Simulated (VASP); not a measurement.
Here is a VASP 6.6.1 calculation.

File INCAR:

```
SYSTEM = Si
ALGO = Normal
EDIFF = 1E-6
ENCUT = 520
GGA = PE
ISIF = 2
ISMEAR = -1
LASPH = .TRUE.
LCHARG = .TRUE.
LELF = .TRUE.
LREAL = .FALSE.
LVHAR = .TRUE.
LWAVE = .FALSE.
NBANDS = 11
NELM = 100
PREC = Accurate
SIGMA = 0.13605693000000002
```

File KPOINTS:

```
k-points
0
G
  8 8 8
  0 0 0
```

Contents of POSCAR:

```
Si
1.0
    0.0000000000      2.7352042845      2.7352042845
    2.7352042845      0.0000000000      2.7352042845
    2.7352042845      2.7352042845      0.0000000000
Si
2
Direct
    0.0000000000      0.0000000000      0.0000000000
    0.2500000000      0.2500000000      0.2500000000
```

Potentials or basis: VASP PAW PBE potentials, release 64 (Si).

Run with:

```console
$ cat potpaw_PBE.64/Si/POTCAR > POTCAR
$ mpirun -np 1 vasp_std > vasp.out
```

Question: Predict the band gap on the k mesh.

Answer: 0.65 eV, indirect (least direct gap 2.56 eV).

Question: What does it give for the pressure?

Answer: -0.1 GPa.

A k mesh can miss the band edges. PBE gaps usually lie below the measured ones, often by a third to a half.
